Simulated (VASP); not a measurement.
Bi:

```
Bi
1.0
    -1.52757    1.52757    1.52757
     1.52757   -1.52757    1.52757
     1.52757    1.52757   -1.52757
Bi
1
Direct
  0.00000 0.00000 0.00000
```

Base run:

```yaml
Program: VASP 6.6.1
Functional: PBE
Dispersion: D4
Potentials_or_basis: VASP PAW PBE potentials, release 64 (Bi_d)
Cutoff: 500 eV
k_mesh: 13 × 13 × 13
Occupations: fermi-dirac, width 0.08 eV
Spin: no spin polarisation
```

Its results: pressure 257.6 GPa.

Q: The run is repeated on the same cell with these changes: dispersion from D4 to none; cutoff from 500 eV to 520 eV. What comes out?

A: Pressure 268.9 GPa.

Caveats: pairwise dispersion overbinds metals, which lowers pressure and volume (some runs).
